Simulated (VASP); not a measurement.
**TlBr: elastic constants with PBEsol**

The system is TlBr.

```
Tl Br
1.0
     3.64733    0.00000    0.00000
     0.00000    3.64733    0.00000
     0.00000    0.00000    3.64733
Tl Br
1 1
Cartesian
  0.0000 0.0000 0.0000
  1.8237 1.8237 1.8237
```

| Property | Result |
| --- | --- |
| Program | VASP 6.6.1 |
| Task | elastic constants |
| Functional | PBEsol |
| Potentials or basis | VASP PAW PBE potentials, release 64 (Tl_d, Br) |
| Cutoff | 500 eV |
| k mesh | 6 × 6 × 6 |
| Occupations | gaussian, width 0.01 eV |
| Spin | no spin polarisation |
| Dipole correction | no |
| Ions in elastic constants | relaxed |
| Further INCAR settings | ALGO = Normal; EDIFF = 1e-08; IBRION = 6; POTIM = 0.015; NSW = 1; ISIF = 3 |

```json
{"Elastic constants C11, C12, C44": "81, 54, 35 GPa", "Voigt bulk modulus": "63 GPa", "Highest phonon frequency at Γ, LO-TO splitting left out": "93 cm⁻¹"}
```

Phonon frequencies in cm⁻¹ (negative: imaginary):
| q point | frequencies |
| --- | --- |
| (0.000, 0.000, 0.000) | 0 0 0 93 93 93 |

Elastic tensor in Voigt notation (GPa, in the Cartesian axes of the cell as first typed):
```
81 54 54  0  0  0
54 81 54  0  0  0
54 54 81  0  0  0
 0  0  0 35  0  0
 0  0  0  0 35  0
 0  0  0  0  0 35
```

Clamped-ion elastic tensor (GPa):
```
81 54 54  0  0  0
54 81 54  0  0  0
54 54 81  0  0  0
 0  0  0 35  0  0
 0  0  0  0 35  0
 0  0  0  0  0 35
```

Wall time 9.2 min on 1 thread of Intel Xeon 8259CL, on a shared host, peak memory 0.24 GiB.

Caveat: the cell is under stress, which shifts elastic constants; the PAW data sets were made with another functional, which shifts forces and pressure a little.
